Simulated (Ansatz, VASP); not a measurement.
**Two plane-wave programs on Al**

```xyz
4
Lattice="2.8473 0.0000 0.0000 -1.4237 2.4658 0.0000 0.0000 0.0000 9.2482" Properties=species:S:1:pos:R:3 pbc="T T T"
Al    0.0000    0.0000    0.0000
Al    0.0000    1.6439    2.3120
Al    0.0000    0.0000    4.6241
Al    1.4237    0.8219    6.9361
```

Alike in both runs: functional PBEsol; k mesh 18 × 18 × 5; occupations gaussian, width 0.1 eV; no spin polarisation.

Ansatz relaxed the structure, and its values are those at the end. VASP's run is a single point on that final structure, the one shown.

|  | VASP | Ansatz |
| --- | --- | --- |
| version | VASP 6.6.1 | Ansatz 0.2.0 |
| potentials or method | VASP PAW PBE potentials, release 64 (Al), cutoff 520 eV | scalar-relativistic, plane waves, PAW |
| valence electrons in the cell | 12 | 12 |

```tsv
	VASP	Ansatz	Ansatz less VASP
gap on the k mesh at the Fermi level (eV)	none	none	-
pressure (GPa)	0.1	0.0	-0.06
```

VASP's potentials were made for PBE, not for PBEsol. A gap of «none» marks a metal or a gap that the smearing closes. With one functional, cell and mesh, what is left measures potentials, basis and numerics.
